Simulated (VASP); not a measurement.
Wanted: the native input for a VASP 6.6.1 run.

- Task: single point
- Functional: PBE
- Potentials or basis: VASP PAW PBE potentials, release 64 (O, Mg, C)
- Cutoff: 520 eV
- k mesh: 9 × 9 × 1
- Occupations: gaussian, width 0.05 eV
- Spin: collinear spin
- Starting moments: [0.0, 0.0, 0.0, 0.0, 0.0, 0.0, 2.0] μB
- Dipole correction: yes
- Further INCAR settings: ALGO = Normal; EDIFF = 1e-06; NBANDS = 27

The structure of Mg3CO3 lies in POSCAR:

```
Mg3CO3
1.0
    3.0085896345      0.0000000000      0.0000000000
   -1.5042948172      2.6055150530      0.0000000000
    0.0000000000      0.0000000000     23.0789991983
O Mg C
3 3 1
Direct
    0.3333333333      0.6666666667      0.1733177408
    0.0000000000      0.0000000000      0.2797566348
    0.6666666667      0.3333333333      0.3878522578
    0.6666666667      0.3333333333      0.2265371878
    0.3333333333      0.6666666667      0.3281901435
    0.0000000000      0.0000000000      0.4367173425
    0.4444444444     -0.4444444444      0.5766714182
```

The input as run:

INCAR

```
ALGO = Normal
DIPOL = 0.5 0.5 0.344
EDIFF = 1E-6
ENCUT = 520
GGA = PE
IDIPOL = 3
ISIF = 2
ISMEAR = 0
ISPIN = 2
LASPH = True
LCHARG = False
LDIPOL = True
LORBIT = 11
LREAL = False
LWAVE = False
MAGMOM = 0 0 0 0 0 0 2
NBANDS = 27
NELM = 150
PREC = Accurate
SIGMA = 0.05
```

KPOINTS

```
k-points
0
Gamma
  9 9 1
```

Potentials or basis: VASP PAW PBE potentials, release 64 (O, Mg, C).

Run with:

```console
$ cat potpaw_PBE.64/O/POTCAR potpaw_PBE.64/Mg/POTCAR potpaw_PBE.64/C/POTCAR > POTCAR
$ mpirun -np 1 vasp_std > vasp.out
```

Results of the run:

```json
{"Largest force": "3.016 eV/Å", "Net moment": "0.77 μB per cell", "Site moments": "O -0.00, -0.02 (each value once); Mg +0.00, -0.01 (each value once); C +0.41 μB", "Valence electrons inside the program's atomic spheres": "O 4.81, 5.10, 5.07; Mg 0.39, 0.40, 0.37; C 1.94"}
```

Wall time 6.8 min on 1 thread of Intel(R) Xeon(R) Platinum 8488C (Sapphire Rapids), on a shared host, peak memory 0.51 GiB.
